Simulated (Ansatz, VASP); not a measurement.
Two plane-wave programs on ScPb3Cl6

```xyz
10
Lattice="0.0000 5.3280 5.3280 5.3280 0.0000 5.3280 5.3280 5.3280 0.0000" Properties=species:S:1:pos:R:3 pbc="T T T"
Pb    2.6640    2.6640    2.6640
Pb    7.9919    7.9919    7.9919
Pb    5.3280    5.3280    5.3280
Cl    8.1198    5.3280    5.3280
Cl    5.3280    8.1198    5.3280
Cl    2.5361    5.3280    5.3280
Cl    5.3280    2.5361    5.3280
Cl    5.3280    5.3280    8.1198
Cl    5.3280    5.3280    2.5361
Sc    0.0000    0.0000    0.0000
```

Alike in both runs: task single point; functional PBE; k mesh 3 × 3 × 3; occupations tetrahedron; no spin polarisation.

|  | VASP | Ansatz |
| --- | --- | --- |
| version | VASP 6.6.1 | Ansatz 0.2.0 |
| potentials or method | VASP PAW PBE potentials, release 64 (Pb_d, Cl, Sc_sv), cutoff 520 eV | PAW plane waves |
| valence electrons in the cell | 95 | 95 |

|  | VASP | Ansatz | Ansatz less VASP |
| --- | --- | --- | --- |
| gap on the k mesh at the Fermi level (eV) | none | none | - |
| pressure (GPa) | 0.5 | 0.5 | +0.02 |
| rms of the force components (eV/Å) | 0.223 | 0.230 | +0.0067 |

Atom by atom the forces differ by 0.007 eV/Å (rms over components). A gap of «none» marks a metal or a gap that the smearing closes. With one functional, cell and mesh, what is left measures potentials, basis and numerics. Ansatz's warnings: band table not solved further, tetrahedron derivatives may miss energy slope.

Spin-orbit coupling is off throughout.
